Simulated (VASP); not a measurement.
The system is GaN.

```xyz
2
Lattice="2.7446 0.0000 0.0000 0.0000 2.7446 0.0000 0.0000 0.0000 2.7446" Properties=species:S:1:pos:R:3 pbc="T T T"
Ga    0.0000    0.0000    0.0000
N     1.3723    1.3723    1.3723
```

```yaml
Program: VASP 6.6.1
Task: relaxation of cell and atoms
Functional: r2SCAN
Potentials_or_basis: VASP PAW PBE potentials, release 64 (Ga_d, N)
Cutoff: 600 eV
k_mesh: 8 × 8 × 8
Occupations: fermi-dirac, width 0.02 eV
Spin: no spin polarisation
```

At the start: pressure -7.7 GPa; volume 10.34 Å³/atom.

How do energy, volume and symmetry change on relaxing?

Over 5 steps the energy falls by 13.0 meV/atom and the volume is 9.83 Å³/atom (-4.9 %); space group Pm-3m (No. 221, to 0.1 Å) before and after.

The path:
| step | energy change (eV) | largest force (eV/Å) | pressure (GPa) | volume (Å³) |
| --- | --- | --- | --- | --- |
| 1 | 0.0000 | 0.0000 | -7.67 | 20.68 |
| 2 | -0.0210 | 0.0000 | 4.01 | 19.23 |
| 3 | -0.0259 | 0.0000 | 0.17 | 19.65 |
| 4 | -0.0259 | 0.0000 | -0.09 | 19.67 |
| 5 | -0.0259 | 0.0000 | 0.06 | 19.67 |

Final structure:
```xyz
2
Lattice="2.6993 0.0000 0.0000 0.0000 2.6993 0.0000 0.0000 0.0000 2.6993" Properties=species:S:1:pos:R:3 pbc="T T T"
Ga    2.6993    2.6993    2.6993
N     1.3497    1.3497    1.3497
```

Caveat: the structure was generated, so it needn't be the stable form of GaN; the PAW data sets were made with another functional, which shifts forces and pressure a little.
